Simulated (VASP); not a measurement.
Write the native input for VASP 6.6.1 that does the following.

```yaml
Task: single point
Functional: PBE
Potentials_or_basis: VASP PAW PBE potentials, release 64 (Bi_d, H)
Cutoff: 520 eV
k_mesh: 3 × 3 × 4
Occupations: gaussian, width 0.1 eV
Spin: no spin polarisation
Dipole_correction: no
Further_INCAR_settings: ALGO = Fast; EDIFF = 1e-07; NBANDS = 56
```

The structure of Bi3H lies in POSCAR:

```
Bi3H
1.0
    7.4907374037      0.0000000000      0.0000000000
   -3.7453687018      6.4871688847      0.0000000000
    0.0000000000      0.0000000000      4.3692423517
Bi H
6 2
Direct
    0.8123273288      0.6246546576      0.2500000000
    0.1876726712      0.8123273288      0.7500000000
    0.3753453424      0.1876726712      0.2500000000
    0.1876726712      0.3753453424      0.7500000000
    0.8123273288      0.1876726712      0.2500000000
    0.6246546576      0.8123273288      0.7500000000
    0.3333333333      0.6666666667      0.2500000000
    0.6666666667      0.3333333333      0.7500000000
```

The input as run:

INCAR

```
PREC     = Accurate       # precision mode
ENCUT    = 520            # plane-wave cutoff, eV
EDIFF    = 1E-7           # SCF threshold, eV
ISMEAR   = 0              # smearing method
SIGMA    = 0.1            # smearing width, eV
LREAL    = False          # projectors in reciprocal space
LASPH    = True           # aspherical terms in the spheres
NELM     = 100            # most SCF steps
ALGO     = Fast           # electronic algorithm
ISIF     = 2              # what is computed and relaxed
LWAVE    = False          # write WAVECAR
LCHARG   = False          # write CHGCAR
GGA      = PE             # functional
NBANDS   = 56             # bands
```

KPOINTS

```
regular mesh
0
Gamma
  3 3 4
```

Potentials or basis: VASP PAW PBE potentials, release 64 (Bi_d, H).

Launch:

```bash
$ cat potpaw_PBE.64/Bi_d/POTCAR potpaw_PBE.64/H/POTCAR > POTCAR
$ mpirun -np 1 vasp_std > vasp.out
```

Results of the run:

```yaml
Pressure: 0.0 GPa
Band_gap_on_the_k_mesh: zero (bands 46 and 47 overlap by 2.30 eV)
```

Caveat: spin-orbit coupling is left out, which moves the levels of the heavy elements.

Run time: 3.7 min on 1 thread of Oxide Virtual Turin-like Processor, on a shared host, peak memory 0.3 GiB.
